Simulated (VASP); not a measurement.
Here is a VASP 6.6.1 calculation.

The input INCAR:

```
ALGO     = Normal         # electronic algorithm
EDIFF    = 1E-6           # SCF threshold, eV
ENCUT    = 700            # plane-wave cutoff, eV
GGA      = PE             # functional
GGA_COMPAT= False        
ISIF     = 2              # what is computed and relaxed
ISMEAR   = 0              # smearing method
LASPH    = True           # aspherical terms in the spheres
LCHARG   = True           # write CHGCAR
LELF     = True           # ELF
LREAL    = False          # projectors in reciprocal space
LVHAR    = True         
LWAVE    = False          # write WAVECAR
NBANDS   = 46             # bands
NELM     = 120            # most SCF steps
PREC     = Accurate       # precision mode
SIGMA    = 0.2            # smearing width, eV
```

The input KPOINTS:

```
k-points
0
Gamma
  4 4 4
```

File POSCAR:

```
Zr2Ta3O2
1.0
    5.5881927823      0.0000000030      0.0000000000
   -2.7940963938      4.8395169092      0.0000000000
    0.0000000000      0.0000000000      5.0648804011
Zr Ta O
2 3 2
Direct
    0.3333333333      0.6666666667      0.5000000000
    0.6666666667      0.3333333333      0.5000000000
    0.5000000000      0.0000000000      0.0000000000
    0.0000000000      0.5000000000      0.0000000000
    0.5000000000      0.5000000000      0.0000000000
    0.0000000000      0.0000000000      0.1461214710
    0.0000000000      0.0000000000      0.8538785290
```

Potentials or basis: VASP PAW PBE potentials, release 64 (Zr_sv, Ta_sv_GW, O).

Run with:

```sh
$ cat potpaw_PBE.64/Zr_sv/POTCAR potpaw_PBE.64/Ta_sv_GW/POTCAR potpaw_PBE.64/O/POTCAR > POTCAR
$ mpirun -np 1 vasp_std > vasp.out
```

(1) What does it give for the pressure?

(2) Predict the band gap on the k mesh.

## Answers

(1) -0.1 GPa.

(2) zero (an odd number of electrons rules out a gap without spin polarisation).

Caveat: spin-orbit coupling is left out, which moves the levels of the heavy elements.
